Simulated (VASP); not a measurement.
**AlRu: single point with PBE**

The system is AlRu.

```xyz
16
Lattice="5.9832 0.0000 0.0000 0.0000 5.9832 0.0000 0.0000 0.0000 5.9832" Properties=species:S:1:pos:R:3 pbc="T T T"
Al    0.0000    0.0000    0.0000
Al    0.0000    0.0000    2.9916
Al    0.0000    2.9916    0.0000
Al    0.0000    2.9916    2.9916
Al    2.9916    0.0000    0.0000
Al    2.9916    0.0000    2.9916
Al    2.9916    2.9916    0.0000
Al    2.9916    2.9916    2.9916
Ru    1.4958    1.4958    1.4958
Ru    1.4958    1.4958    4.4874
Ru    1.4958    4.4874    1.4958
Ru    1.4958    4.4874    4.4874
Ru    4.4874    1.4958    1.4958
Ru    4.4874    1.4958    4.4874
Ru    4.4874    4.4874    1.4958
Ru    4.4874    4.4874    4.4874
```

- Program: VASP 6.6.1
- Task: single point
- Functional: PBE
- Potentials or basis: VASP PAW PBE potentials, release 64 (Al, Ru_pv)
- Cutoff: 500 eV
- k mesh: 2 × 2 × 2
- Occupations: fermi-dirac, width 0.15 eV
- Spin: no spin polarisation

| Property | Result |
| --- | --- |
| Pressure | 0.5 GPa |
| Band gap on the k mesh | zero (bands 68 and 69 overlap by 1.72 eV) |

Levels at points of the mesh, in eV from the Fermi level:
```
           k point  band 64  band 65  band 66  band 67  band 68  band 69  band 70  band 71  band 72  band 73
(0.00, 0.00, 0.00)    -0.14    -0.14    -0.14     0.11     0.11     0.11     1.22     1.22     1.22     1.31
(0.50, 0.00, 0.00)    -0.78    -0.78    -0.78    -0.02    -0.02     1.26     1.26     1.55     1.55     1.55
(0.50, 0.50, 0.00)    -1.11    -0.85    -0.85    -0.85    -0.85     0.38     0.38     0.38     0.38     2.10
(0.50, 0.50, 0.50)    -1.61    -1.61    -1.61    -1.61    -1.61    -1.61    -1.61    -1.61    -1.61     5.02
```

Wall time 70 s on 1 thread of Intel(R) Xeon(R) Platinum 8375C CPU @ 2.90GHz (Ice Lake), on a shared host, peak memory 0.32 GiB.

Caveat: the k points lie up to 0.53 Å⁻¹ apart, too coarse for converged energies and pressures of a metal.
